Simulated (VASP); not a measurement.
# BN (Cm) in VASP: further runs

The runs below take BN through single point, with PBE+D3(BJ).

Everything below comes from runs of VASP 6.6.1. Logs are shortened: lines on timing, memory, paths and dates and some standing lists are left out, and cuts for length are marked.

## (1) The cell of the first run

It takes space group Cm (No. 8, monoclinic). Conventional cell: a = 4.341 Å, b = 2.506 Å, c = 6.597 Å, α = 90.00°, β = 90.00°, γ = 90.00°. B (site symmetry m) has 3 N at 1.40 to 1.55 Å within 1.9 Å. Within 1.9 Å of B (site symmetry m) lie 3 N at 1.45 Å. N (site symmetry m) has 3 B at 1.45 Å within 1.9 Å. Within 1.9 Å of N (site symmetry m) lie 3 B at 1.40 to 1.55 Å.

## (2) Single point, PBE+D3(BJ) (atom 1 (B) moved by -0.096 Å along [1 2 0] and -0.384 Å along [0 0 1])

Input file INCAR:

```
ALGO = Normal
EDIFF = 1E-7
ENCUT = 520
GGA = PE
ISIF = 2
ISMEAR = 0
IVDW = 12
LASPH = T
LCHARG = T
LELF = T
LREAL = F
LVHAR = T
LWAVE = F
NBANDS = 16
NELM = 60
PREC = Accurate
SIGMA = 0.05
```

Input file KPOINTS:

```
k-points
0
Gamma
  12 12 4
```

Input file POSCAR:

```
BN
1.0
    2.5061233057      0.0000000000      0.0000000000
   -1.2530616528      2.1703664477      0.0000000000
    0.0000000000      0.0000000000      6.5973571420
B N
2 2
Direct
   -0.0221160809     -0.0442321619      0.4417948746
    0.3333333333      0.6666666667      0.0000000000
    0.0000000000      0.0000000000      0.0000000000
    0.6666666667      0.3333333333      0.5000000000
```

Potentials or basis: VASP PAW PBE potentials, release 64 (B, N).

Command:

```bash
> cat potpaw_PBE.64/B/POTCAR potpaw_PBE.64/N/POTCAR > POTCAR
> mpirun -np 1 vasp_std > vasp.out
```

OUTCAR:

```text
EDIFF = 1E-7
   ENCUT = 520
   GGA = PE
   ISIF = 2
   ISMEAR = 0
   IVDW = 12
   LASPH = T
   LREAL = F
   NELM = 60
   PREC = Accurate
 IVDW          = 12

 ion  position               nearest neighbor table
   1  0.978  0.956  0.442-   4 1.40   4 1.55   4 1.55
   2  0.333  0.667  0.000-   3 1.45   3 1.45   3 1.45
   3  0.000  0.000  0.000-   2 1.45   2 1.45   2 1.45
   4  0.667  0.333  0.500-   1 1.40   1 1.55   1 1.55

  LATTYP: Found a hexagonal cell.
 ALAT       =     2.5061233057
 C/A-ratio  =     2.6324950281

  Lattice vectors:

 A1 = (   2.5061233057,   0.0000000000,   0.0000000000)
 A2 = (  -1.2530616528,   2.1703664477,   0.0000000000)
 A3 = (   0.0000000000,   0.0000000000,   6.5973571420)

Analysis of symmetry for initial positions (statically):
=====================================================================
 Subroutine PRICEL returns:
 Original cell was already a primitive cell.

 Routine SETGRP: Setting up the symmetry group for a
 hexagonal supercell.

 Subroutine GETGRP returns: Found  2 space group operations
 (whereof  2 operations were pure point group operations)
 out of a pool of 24 trial point group operations.

The static configuration has the point symmetry C_1h.

Analysis of symmetry for dynamics (positions and initial velocities):
=====================================================================
 Subroutine PRICEL returns:
 Original cell was already a primitive cell.

 Routine SETGRP: Setting up the symmetry group for a
 hexagonal supercell.

 Subroutine GETGRP returns: Found  2 space group operations
 (whereof  2 operations were pure point group operations)
 out of a pool of 24 trial point group operations.

The dynamic configuration has the point symmetry C_1h.

 Subroutine INISYM returns: Found  2 space group operations
 (whereof  2 operations are pure point group operations),
 and found     1 'primitive' translations

----------------------------------------------------------------------------------------

                                     Primitive cell

  volume of cell :      35.8844

  direct lattice vectors                    reciprocal lattice vectors
     2.506123306  0.000000000  0.000000000     0.399022665  0.230375843  0.000000000
    -1.253061653  2.170366448  0.000000000     0.000000000  0.460751686  0.000000000
     0.000000000  0.000000000  6.597357142     0.000000000  0.000000000  0.151575847

  length of vectors
     2.506123306  2.506123306  6.597357142     0.460751686  0.460751686  0.151575847

  position of ions in fractional coordinates (direct lattice)
     0.977883919  0.955767838  0.441794875
     0.333333333  0.666666667  0.000000000
     0.000000000  0.000000000  0.000000000
     0.666666667  0.333333333  0.500000000

  ion indices of the primitive-cell ions
   primitive index   ion index
                 1           1
                 2           2
                 3           3
                 4           4

----------------------------------------------------------------------------------------

 KPOINTS: k-points

Automatic generation of k-mesh.
 Grid dimensions read from file:
 generate k-points for:   12   12    4

 Generating k-lattice:

  Cartesian coordinates                     Fractional coordinates (reciprocal lattice)
     0.033251889  0.019197987  0.000000000     0.083333333 -0.000000000  0.000000000
     0.000000000  0.038395974  0.000000000     0.000000000  0.083333333  0.000000000
     0.000000000  0.000000000  0.037893962     0.000000000  0.000000000  0.250000000

  Length of vectors
     0.038395974  0.038395974  0.037893962

  Shift w.r.t. Gamma in fractional coordinates (k-lattice)
     0.000000000  0.000000000  0.000000000

 Subroutine IBZKPT returns following result:
 ===========================================

 Found    164 irreducible k-points:

 Following reciprocal coordinates:
            Coordinates               Weight
  0.000000  0.000000  0.000000      1.000000
  0.083333  0.000000  0.000000      4.000000
  0.000000  0.083333  0.000000      2.000000
  0.166667  0.000000  0.000000      4.000000
  0.000000  0.166667  0.000000      2.000000
  0.250000  0.000000  0.000000      4.000000
[... 16 lines left out ...]
 -0.083333  0.416667  0.000000      4.000000
 -0.416667  0.333333  0.000000      4.000000
 [... further k-points ...]
   k-points           NKPTS =    164   k-points in BZ     NKDIM =    164   number of bands    NBANDS=     16
   number of dos      NEDOS =    301   number of ions     NIONS =      4
   total plane-waves  NPLWV =  20000
   dimension x,y,z NGX =    20 NGY =   20 NGZ =   50
   dimension x,y,z NGXF=    40 NGYF=   40 NGZF=  100
   ions per type =               2   2
   NGX,Y,Z   is equivalent  to a cutoff of  13.27, 13.27, 12.60 a.u.
   NGXF,Y,Z  is equivalent  to a cutoff of  26.53, 26.53, 25.20 a.u.
 SYSTEM =  unknown system
   PREC   = accura    normal or accurate (medium, high low for compatibility)
   ISTART =      0    job   : 0-new  1-cont  2-samecut
   ICHARG =      2    charge: 1-file 2-atom 10-const
   ISPIN  =      1    spin polarized calculation?
   LNONCOLLINEAR =      F non collinear calculations
   LSORBIT =      F    spin-orbit coupling
   LASPH  =      T    aspherical Exc in radial PAW
   ENCUT  =  520.0 eV  38.22 Ry    6.18 a.u.   4.66  4.66 12.27*2*pi/ulx,y,z
   NELM   =     60;   NELMIN=  2; NELMDL= -5     # of ELM steps
   EDIFF  = 0.1E-06   stopping-criterion for ELM
   LREAL  =      F    real-space projection
   EDIFFG = 0.1E-05   stopping-criterion for IOM
   NSW    =      0    number of steps for IOM
   IBRION =     -1    ionic relax: 0-MD 1-quasi-New 2-CG
   NFREE  =      0    steps in history (QN), initial steepest desc. (CG)
   ISIF   =      2    stress and relaxation
   ISYM   =      2    0-nonsym 1-usesym 2-fastsym
   POTIM  = 0.5000    time-step for ionic-motion
   TEBEG  =    0.0;   TEEND  =   0.0 temperature during run
   PSTRESS=    0.0 pullay stress
   NELECT =      16.0000    total number of electrons
   NUPDOWN=      -1.0000    fix difference up-down
   EMIN   =  10.00;   EMAX   =-10.00  energy-range for DOS
   EFERMI =   0.00;   METHOD = LEGACY
   ISMEAR =     0;   SIGMA  =   0.05  broadening in eV -4-tet -1-fermi 0-gaus
   EFERMI_NEDOS =   21; number of points for ismear=-14 and -15
   IALGO  =     38    algorithm
   IMIX   =      4    mixing-type and parameters
     AMIX     =   0.40;   BMIX     =  1.00
     AMIX_MAG =   1.60;   BMIX_MAG =  1.00
  volume/ion in A,a.u.               =       8.97        60.54
  Fermi-wavevector in a.u.,A,eV,Ry     =   1.250680  2.363443 21.282251  1.564201
  Thomas-Fermi vector in A             =   2.384663
   LORBIT       =      0    0 simple, 1 ext, 2 COOP (PROOUT), +10 PAW based schemes
   GGA     = PE    functional components
   LHFCALC =     F    Hartree Fock is set to
   AEXX    =    0.0000 exact exchange contribution
   IVDW    =    12    specifies the selected vdW correction
   LEPSILON=     F    determine dielectric tensor
   LRPA    =     F    only Hartree local field effects (RPA)
 non-spin polarized calculation
 Gauss-broadening in eV      SIGMA  =   0.05
  energy-cutoff  :      520.00
  volume of cell :       35.88
 maximum number of plane-waves:       985
   NGX =  9   NGY =  9   NGZ = 25

 number of electron      15.9999998 magnetization

 Free energy of the ion-electron system (eV)
  ---------------------------------------------------
  ext. energy  EPLUGINS =         0.00000000
  ---------------------------------------------------
  free energy    TOTEN  =       -34.00095163 eV

  energy without entropy =      -34.00095163  energy(sigma->0) =      -34.00095163

 E-fermi :   3.5063     XC(G=0): -10.1944

 val. band max:        3.2557883460   @ k =   0.0000   0.0000   0.0000
 cond. band min:       5.9061615231   @ k =   0.0000   0.5000   0.5000
 fundamental gap:      2.6503731772
 Fermi energy:         3.5062914829

 k-point     1 :       0.0000    0.0000    0.0000
  band No.  band energies     occupation
      1     -15.7645      2.00000
      2     -14.6539      2.00000
      3      -4.1220      2.00000
      4      -1.4328      2.00000
      5       0.5763      2.00000
      6       0.5767      2.00000
[... 8 lines left out ...]
     15      15.0044      0.00000
     16      16.1439      0.00000

 k-point     2 :       0.0833    0.0000    0.0000
  band No.  band energies     occupation
      1     -15.6302      2.00000
      2     -14.5156      2.00000
      3      -3.9377      2.00000
      4      -1.2799      2.00000
      5       0.0185      2.00000
      6       0.3191      2.00000
[... 8 lines left out ...]
     15      15.3842      0.00000
     16      16.3000      0.00000

 k-point     3 :       0.0000    0.0833    0.0000
  band No.  band energies     occupation
      1     -15.6303      2.00000
      2     -14.5196      2.00000
      3      -3.9367      2.00000
      4      -1.2812      2.00000
      5       0.0190      2.00000
      6       0.3189      2.00000
[... 8 lines left out ...]
     15      14.7024      0.00000
     16      16.3518      0.00000

 k-point     4 :       0.1667    0.0000    0.0000
  band No.  band energies     occupation
      1     -15.2349      2.00000
      2     -14.1081      2.00000
      3      -3.3922      2.00000
      4      -1.3909      2.00000
      5      -0.8552      2.00000
      6      -0.3083      2.00000
[... 8 lines left out ...]
     15      16.4309      0.00000
     16      16.9234      0.00000

 k-point     5 :       0.0000    0.1667    0.0000
  band No.  band energies     occupation
      1     -15.2352      2.00000
      2     -14.1244      2.00000
      3      -3.3879      2.00000
      4      -1.3907      2.00000
      5      -0.9261      2.00000
      6      -0.3080      2.00000
[... 8 lines left out ...]
     15      15.6965      0.00000
     16      16.8762      0.00000

 k-point     6 :       0.2500    0.0000    0.0000
  band No.  band energies     occupation
      1     -14.6060      2.00000
      2     -13.4584      2.00000
      3      -3.1782      2.00000
      4      -2.5143      2.00000
      5      -1.6824      2.00000
      6      -1.0346      2.00000
[... 8 lines left out ...]
     15      17.8100      0.00000
     16      17.9643      0.00000
[... 267 lines left out ...]
 k-point    21 :      -0.3333    0.2500    0.0000
  band No.  band energies     occupation
      1     -14.1343      2.00000
      2     -12.9611      2.00000
      3      -4.0993      2.00000
      4      -2.5744      2.00000
      5      -1.8099      2.00000
      6      -1.7213      2.00000
[... 8 lines left out ...]
     15      17.8008      0.00000
     16      18.5159      0.00000

 k-point    22 :       0.3333    0.0833    0.0000
  band No.  band energies     occupation
      1     -13.3239      2.00000
      2     -12.1432      2.00000
      3      -5.6855      2.00000
      4      -4.2968      2.00000
      5      -2.2763      2.00000
      6      -0.7169      2.00000
[... 8 lines left out ...]
     15      18.1953      0.00000
     16      18.5958      0.00000

 k-point    23 :      -0.0833    0.4167    0.0000
  band No.  band energies     occupation
      1     -13.3242      2.00000
      2     -12.2123      2.00000
      3      -5.6858      2.00000
      4      -4.6132      2.00000
      5      -2.2763      2.00000
      6      -0.5465      2.00000
[... 8 lines left out ...]
     15      17.7850      0.00000
     16      18.5905      0.00000

 k-point    24 :      -0.4167    0.3333    0.0000
  band No.  band energies     occupation
      1     -13.3237      2.00000
      2     -12.1204      2.00000
      3      -5.6857      2.00000
      4      -4.2574      2.00000
      5      -2.2760      2.00000
      6      -0.7548      2.00000
[... 8 lines left out ...]
     15      18.0737      0.00000
     16      18.5755      0.00000

 [... further k-points ...]

------------------------ aborting loop because EDIFF is reached ----------------------------------------

 Edisp (eV)   -0.57025

 E8    (eV) :    -0.1675

  FORCE on cell =-STRESS in cart. coord.  units (eV):
  Direction    XX          YY          ZZ          XY          YZ          ZX
  --------------------------------------------------------------------------------------
  -------------------------------------------------------------------------------------
  Total      -0.44145     0.92272    -2.20986     0.00000    -1.25760    -0.00000
  in kB     -19.70992    41.19789   -98.66642     0.00000   -56.14981    -0.00000
  external pressure =      -25.73 kB  Pullay stress =        0.00 kB

 VOLUME and BASIS-vectors are now :
 -----------------------------------------------------------------------------
  energy-cutoff  :      520.00
  volume of cell :       35.88
      direct lattice vectors                 reciprocal lattice vectors
     2.506123306  0.000000000  0.000000000     0.399022665  0.230375843  0.000000000
    -1.253061653  2.170366448  0.000000000     0.000000000  0.460751686  0.000000000
     0.000000000  0.000000000  6.597357142     0.000000000  0.000000000  0.151575847

 POSITION                                       TOTAL-FORCE (eV/Angst)
 -----------------------------------------------------------------------------------
      1.25306      2.07437      2.91468         0.000000      3.315185      4.991795
     -0.00000      1.44691      0.00000        -0.000000     -0.002551     -0.321469
      0.00000      0.00000      0.00000        -0.000000     -0.002442      0.271870
      1.25306      0.72346      3.29868        -0.000000     -3.310192     -4.942196
 -----------------------------------------------------------------------------------
    total drift:                                0.000000     -0.000003     -0.000104

  FREE ENERGIE OF THE ION-ELECTRON SYSTEM (eV)
  ---------------------------------------------------
  free  energy   TOTEN  =       -34.5712017857 eV

  energy  without entropy=      -34.5712017857  energy(sigma->0) =      -34.57120179
```

Run time: 46 s. Hardware: 1 thread of Intel Xeon 6975P-C (Granite Rapids), shared host; peak memory 0.21 GiB.

What came out:

- Free energy: -34.5712 eV
- Pressure: -2.6 GPa
- Largest force: 5.992 eV/Å
- Band gap on the k mesh: 2.65 eV, indirect (least direct gap 3.14 eV)
- Dispersion energy per atom: -0.143 eV

Forces in eV/Å, atoms in the order of the input:
```
B    0.000  3.315  4.992
B    0.000 -0.003 -0.321
N    0.000 -0.002  0.272
N    0.000 -3.310 -4.942
```

Caveat: the cell differs from its parent crystal (atom 1 (B) moved by -0.096 Å along [1 2 0] and -0.384 Å along [0 0 1]); forces of over 1 eV/Å act on the atoms, so gaps and moduli don't describe the material at rest.

[end of part 1 of 2]
